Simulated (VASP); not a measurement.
Ga, 2 atoms in the cell. Symmetry: C2/c, No. 15, monoclinic system. Conventional cell: a = 2.766 Å, b = 8.053 Å, c = 3.332 Å, α = 90.00°, β = 92.02°, γ = 90.00°. Ga (site symmetry 2) has 10 Ga at 2.69 to 3.33 Å within 3.5 Å. 

| Item | Value |
| --- | --- |
| Program | VASP 6.6.1 |
| Task | relaxation of cell and atoms |
| Functional | PBEsol |
| Potentials or basis | VASP PAW PBE potentials, release 64 (Ga_d) |
| Cutoff | 600 eV |
| k mesh | 10 × 10 × 8 |
| Occupations | fermi-dirac, width 0.05 eV |
| Spin | no spin polarisation |
| Target pressure | 30 GPa |
| Dipole correction | no |
| Further INCAR settings | ALGO = Fast; EDIFF = 1e-06; IBRION = 2; EDIFFG = -0.01; NSW = 60; ISIF = 3 |

Potentials or basis: VASP PAW PBE potentials, release 64 (Ga_d).

Run with:

```console
$ cat potpaw_PBE.64/Ga_d/POTCAR > POTCAR
$ mpirun -np 1 vasp_std > vasp.out
```

Hardware: 1 thread of Intel(R) Xeon(R) 6975P-C (Granite Rapids) (shared host).

Question: Estimate the wall time of this run.

Answer: Wall time 32 min on 1 thread of Intel(R) Xeon(R) 6975P-C (Granite Rapids) (shared host), peak memory 0.34 GiB. Counts: scf iterations 299, k points 227, ion steps 28.
